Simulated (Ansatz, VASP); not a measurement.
# Two plane-wave programs on AgI

```
Ag I
1.0
     4.55894    0.00000    0.00000
    -2.27947    3.94816    0.00000
     0.00000    0.00000    7.45424
Ag I
2 2
Direct
  0.66667 0.33333 0.62756
  0.33333 0.66667 0.12756
  0.66667 0.33333 0.00244
  0.33333 0.66667 0.50244
```

Alike in both runs: task single point; functional PBEsol; k mesh 6 × 6 × 4; no spin polarisation.

|  | VASP | Ansatz |
| --- | --- | --- |
| version | VASP 6.6.1 | Ansatz 0.2.0 |
| potentials or method | VASP PAW PBE potentials, release 64 (Ag, I) | PAW with Ansatz's default frozen-core files, scalar-relativistic |
| plane-wave cutoff (eV) | 500 | 420 |
| occupations | gaussian, width 0.01 eV | fixed |
| valence electrons in the cell | 36 | 72 |

```csv
,VASP,Ansatz,Ansatz less VASP
gap on the k mesh at the Fermi level (eV),1.23,1.23,-0.004
pressure (GPa),0.0,0.0,+0.04
```

VASP's potentials were made for PBE, not for PBEsol. VASP's potentials hold 36 valence electrons a cell and Ansatz's 72, so a difference there can come from the potentials and not from the codes.

Spin-orbit coupling is off throughout.
